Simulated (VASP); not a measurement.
A run of VASP 6.6.1 is set up as follows.

The input INCAR:

```
PREC = Accurate
ENCUT = 520
EDIFF = 1E-6
ISMEAR = 0
SIGMA = 0.01
LREAL = F
LASPH = T
NELM = 100
ALGO = Normal
ISIF = 2
LWAVE = F
LCHARG = T
GGA = PE
LELF = T
LVHAR = T
NBANDS = 60
```

Contents of KPOINTS:

```
regular mesh
0
Gamma
  6 6 3
```

The input POSCAR:

```
TiO2
1.0
    3.7850000000      0.0000000000      0.0000000000
    0.0000000000      3.7850000000      0.0000000000
    0.0000000000      0.0000000000      9.5140000000
Ti O
4 8
Direct
    0.0000000000      0.0000000000      0.0000000000
    0.5000000000      0.5000000000      0.5000000000
    0.0000000000      0.5000000000      0.2500000000
    0.5000000000      0.0000000000      0.7500000000
    0.0000000000      0.0000000000      0.2081000000
    0.5000000000      0.5000000000      0.7081000000
    0.0000000000      0.5000000000      0.4581000000
    0.5000000000      0.0000000000      0.9581000000
    0.5000000000      0.0000000000      0.5419000000
    0.0000000000      0.5000000000      0.0419000000
    0.5000000000      0.5000000000      0.2919000000
    0.0000000000      0.0000000000      0.7919000000
```

Potentials or basis: VASP PAW PBE potentials, release 64 (Ti_sv, O).

Launch:

```console
$ cat potpaw_PBE.64/Ti_sv/POTCAR potpaw_PBE.64/O/POTCAR > POTCAR
$ mpirun -np 1 vasp_std > vasp.out
```

(1) Predict the largest force.

(2) Predict the pressure.

(3) What does it give for the band gap on the k mesh?

## Answers

(1) 0.125 eV/Å.

(2) 5.8 GPa.

(3) 2.14 eV.

Caveat: the cell stands under pressure.
